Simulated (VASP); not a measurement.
A run of VASP 6.6.1 is set up as follows.

File INCAR:

```
PREC = Accurate
ENCUT = 520
EDIFF = 1E-6
ISMEAR = 0
SIGMA = 0.1
LREAL = False
LASPH = True
NELM = 100
ALGO = Normal
ISIF = 2
LWAVE = False
LCHARG = True
GGA = PE
LELF = True
LVHAR = True
NBANDS = 35
```

File KPOINTS:

```
Automatic mesh
0
Gamma
  3 3 3
```

File POSCAR:

```
Sn2TeS3
1.0
    2.7626649382      1.5950253440      5.4166685915
   -2.7626649382      1.5950253440      5.4166685915
    0.0000000000     -3.1900506932      5.4166685900
Sn Te S
2 1 3
Direct
    0.0902833965      0.0902833965      0.0902833965
    0.9097166035      0.9097166035      0.9097166035
    0.5000000000      0.5000000000      0.5000000000
    0.0000000000      0.5000000000      0.5000000000
    0.5000000000      0.0000000000      0.5000000000
    0.5000000000      0.5000000000      0.0000000000
```

Potentials or basis: VASP PAW PBE potentials, release 64 (Sn_d, Te, S).

Run with:

```sh
$ cat potpaw_PBE.64/Sn_d/POTCAR potpaw_PBE.64/Te/POTCAR potpaw_PBE.64/S/POTCAR > POTCAR
$ mpirun -np 1 vasp_std > vasp.out
```

(1) Predict the largest force.

(2) What does it give for the band gap on the k mesh?

(3) Estimate the pressure.

Answers

(1) 0.008 eV/Å.

(2) zero (bands 26 and 27 overlap by 0.50 eV).

(3) 0.0 GPa.

Caveat: the k points lie up to 0.46 Å⁻¹ apart; semilocal functionals underestimate gaps, and a narrow one can read as zero; spin-orbit coupling is left out, which moves the levels of the heavy elements.
